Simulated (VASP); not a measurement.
Here is a VASP 6.6.1 calculation.

INCAR

```
SYSTEM = Si2W
PREC = Accurate
ENCUT = 520
EDIFF = 1E-6
ISMEAR = 0
SIGMA = 0.15
LREAL = .FALSE.
LASPH = .TRUE.
NELM = 60
ALGO = Normal
ISIF = 2
LWAVE = .FALSE.
LCHARG = .FALSE.
GGA = PE
NBANDS = 56
```

The input KPOINTS:

```
Automatic mesh
0
G
  10 10 6
  0 0 0
```

POSCAR

```
Si2W
1.0
    3.2289953136     -3.2289953136      0.0000000000
   -3.2289953136     -3.2289953136      0.0000000000
    0.0000000000      0.0000000000     -7.8668278190
Si W
8 4
Direct
    0.0000000000      0.0000000000      0.6654255941
    0.5000000000      0.0000000000      0.1654255941
    0.5000000000      0.5000000000      0.6654255941
    0.0000000000      0.5000000000      0.1654255941
    0.0000000000      0.0000000000      0.3345744059
    0.5000000000      0.0000000000      0.8345744059
    0.5000000000      0.5000000000      0.3345744059
    0.0000000000      0.5000000000      0.8345744059
    0.0000000000      0.5000000000      0.4898307168
    0.5000000000      0.5000000000      0.0000000000
    0.5000000000      1.0000000000      0.5000000000
    0.0000000000      1.0000000000      0.0000000000
```

Potentials or basis: VASP PAW PBE potentials, release 64 (Si, W_sv).

Launch:

```bash
$ cat potpaw_PBE.64/Si/POTCAR potpaw_PBE.64/W_sv/POTCAR > POTCAR
$ mpirun -np 1 vasp_std > vasp.out
```

(1) Predict the band gap on the k mesh.

(2) Predict the largest force.

(3) What does it give for the pressure?

Results:

(1) zero (bands 44 and 45 overlap by 1.15 eV).

(2) 1.491 eV/Å.

(3) 0.3 GPa.

Caveat: the cell differs from its parent crystal (atom 9 (W) moved +0.080 Å along Cartesian [0 0 1]); spin-orbit coupling is left out, which moves the levels of the heavy elements; forces of over 1 eV/Å act on the atoms, so gaps and moduli don't describe the material at rest.
